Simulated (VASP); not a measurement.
Input of a VASP 6.6.1 run:

File POSCAR:

```
Li2S
1.0
    0.0000000000      2.8445000000      2.8445000000
    2.8445000000      0.0000000000      2.8445000000
    2.8445000000      2.8445000000      0.0000000000
Li S
2 1
Direct
    0.2500000000      0.2500000000      0.2500000000
    0.7500000000      0.7500000000      0.7500000000
    0.0000000000      0.0000000000      0.0000000000
```

INCAR.step1

```
SYSTEM = Li2S
ALGO = Normal ; EDIFF = 1E-5
ENCUT = 650 ; GGA = PE
GGA_COMPAT = .False. ; ISIF = 2
ISMEAR = -1 ; KPAR = 4
LASPH = .True. ; LREAL = .False.
LWAVE = .True. ; NBANDS = 13
NELM = 120 ; PREC = Accurate
SIGMA = 0.02
```

The input INCAR.step2:

```
SYSTEM = Li2S
ALGO = Normal ; EDIFF = 1E-6
ENCUT = 650 ; GGA = PE
GGA_COMPAT = .False. ; HFSCREEN = 0.2079
ISIF = 2 ; ISMEAR = -1
ISTART = 1 ; KPAR = 4
LASPH = .True. ; LCHARG = .True.
LHFCALC = .True. ; LREAL = .False.
LVHAR = .True. ; LWAVE = .False.
NBANDS = 13 ; NELM = 120
PREC = Accurate ; PRECFOCK = Normal
SIGMA = 0.02
```

KPOINTS

```
k-points
0
Gamma
  8 8 8
  0 0 0
```

Potentials or basis: VASP PAW PBE potentials, release 64 (Li_sv, S).

The run is started by

```bash
$ cat potpaw_PBE.64/Li_sv/POTCAR potpaw_PBE.64/S/POTCAR > POTCAR
$ cp INCAR.step1 INCAR
$ mpirun -np 4 vasp_std > vasp.out
$ cp INCAR.step2 INCAR
$ mpirun -np 4 vasp_std > vasp.out
```

Question: Estimate the band gap on the k mesh.

Answer: 4.33 eV (least direct gap 5.35 eV).

Question: Predict the pressure.

Answer: -0.6 GPa.

Caveat: the PAW data sets were made with another functional, which shifts forces and pressure a little. A k mesh can miss the band edges.
